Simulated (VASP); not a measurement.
## LaZn: single point with LDA

Crystal: LaZn.

```xyz
2
Lattice="3.7375 0.0000 0.0000 0.0000 3.7375 0.0000 0.0000 0.0000 3.7375" Properties=species:S:1:pos:R:3 pbc="T T T"
La    1.8687    1.8687    1.8687
Zn    0.0000    0.0000    0.0000
```

This cell differs from its parent crystal: volume scaled by 0.99.

```json
{"Program": "VASP 6.6.1", "Task": "single point", "Functional": "LDA", "Potentials or basis": "VASP PAW LDA potentials, release 64 (La, Zn)", "Cutoff": "520 eV", "k mesh": "9 × 9 × 9", "Occupations": "fermi-dirac, width 0.05 eV", "Spin": "no spin polarisation"}
```

```
Pressure : -3.6 GPa
```

Levels at points of the mesh, in eV from the Fermi level:
```tsv
k point	band 9	band 10	band 11	band 12	band 13	band 14	band 15	band 16
(0.00, 0.00, 0.00)	-7.02	-6.08	-0.41	-0.41	1.62	1.62	1.62	1.75
```

Wall time 14 s on 1 thread of Intel(R) Xeon(R) Platinum 8488C (Sapphire Rapids), with other jobs on the host, peak memory 0.17 GiB.

Caveat: spin-orbit coupling is left out, which moves the levels of the heavy elements.
